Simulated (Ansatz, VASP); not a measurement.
# Ti: VASP beside Ansatz

Contents of INCAR:

```
SYSTEM = Ti
PREC = Accurate
ENCUT = 520
EDIFF = 1E-7
ISMEAR = 0
SIGMA = 0.014
LREAL = .FALSE.
LASPH = .TRUE.
NELM = 100
ALGO = Fast
ISIF = 2
LWAVE = .FALSE.
LCHARG = .TRUE.
GGA = PE
LELF = .TRUE.
LVHAR = .TRUE.
NBANDS = 12
```

Contents of KPOINTS:

```
regular mesh
0
G
  11 11 11
  0 0 0
```

File POSCAR:

```
Ti
1.0
   -1.6410000000      1.6410000000      1.6410000000
    1.6410000000     -1.6410000000      1.6410000000
    1.6410000000      1.6410000000     -1.6410000000
Ti
1
Direct
    0.0000000000      0.0000000000      0.0000000000
```

input.yaml

```yaml
crystal:
  lattice:
    - [-1.641, 1.641, 1.641]
    - [1.641, -1.641, 1.641]
    - [1.641, 1.641, -1.641]
  atoms:
    - { symbol: Ti, position: [0.0, 0.0, 0.0] }
kpoints:
  mp_grid: { grid: [11, 11, 11] }
scf:
  occupations: { method: gaussian, width: 0.014 }
hamiltonian:
  xc: pbe
  pseudopotentials: { kind: all_electron, lapw: { basis_error: 0.001 } }
output:
  forces: true
  stress: true
  eigenvalues: true
```

Alike in both runs: task single point; functional PBE; k mesh 11 × 11 × 11; occupations gaussian, width 0.014 eV; no spin polarisation.

|  | VASP | Ansatz |
| --- | --- | --- |
| version | VASP 6.6.1 | Ansatz 0.2.0 |
| potentials or method | VASP PAW PBE potentials, release 64 (Ti_sv), cutoff 520 eV | all-electron LAPW, scalar-relativistic |

VASP gave:

* gap on the k mesh at the Fermi level (eV): none
* pressure (GPa): -3.1

Which values does Ansatz return?

gap on the k mesh at the Fermi level (eV): none; pressure (GPa): -2.9.

A gap of «none» marks a metal or a gap that the smearing closes. Ansatz ran all-electron here, and VASP with PAW potentials.
